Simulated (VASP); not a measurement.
Write the native input for VASP 6.6.1 that does the following.

| Item | Value |
| --- | --- |
| Task | single point |
| Functional | PBE |
| Potentials or basis | VASP PAW PBE potentials, release 64 (Ti_sv) |
| Cutoff | 500 eV |
| k mesh | 10 × 10 × 10 |
| Occupations | fermi-dirac, width 0.1 eV |
| Spin | non-collinear spin, zero start, spin-orbit coupling |
| Starting moments | [[0.0, 0.0, 0.0], [0.0, 0.0, 0.0]] μB |
| Dipole correction | no |
| Further INCAR settings | ALGO = Normal; EDIFF = 1e-06; NBANDS = 36 |

The structure of Ti lies in POSCAR:

```
Ti
1.0
    0.0000000000      2.8498513420      2.8498513420
    2.8498513420      0.0000000000      2.8498513420
    2.8498513420      2.8498513420      0.0000000000
Ti
2
Direct
    0.1250000000      0.1250000000      0.1250000000
    0.8750000000      0.8750000000      0.8750000000
```

This isn't the form of Ti at room conditions, which is hcp.

One way to write it, as run:

INCAR

```
  PREC = Accurate
  ENCUT = 500
  EDIFF = 1E-6
  ISMEAR = -1
  SIGMA = 0.1
  LREAL = F
  LASPH = T
  NELM = 200
  ALGO = Normal
  ISIF = 2
  LWAVE = F
  LCHARG = F
  MAGMOM = 0 0 0 0 0 0
  LORBIT = 11
  LSORBIT = T
  GGA_COMPAT = F
  LORBMOM = T
  LMAXMIX = 4
  GGA = PE
  NBANDS = 36
```

KPOINTS

```
regular mesh
0
Gamma
  10 10 10
```

Potentials or basis: VASP PAW PBE potentials, release 64 (Ti_sv).

Launch:

```bash
$ cat potpaw_PBE.64/Ti_sv/POTCAR > POTCAR
$ mpirun -np 1 vasp_ncl > vasp.out
```

It gave:

The pressure is 0.1 GPa. The net moment is 0.00 μB per cell. The valence electrons inside the program's atomic spheres are Ti 10.43.

Wall time 4.5 min on 1 thread of Intel Xeon 8259CL, on a shared host, peak memory 0.33 GiB.
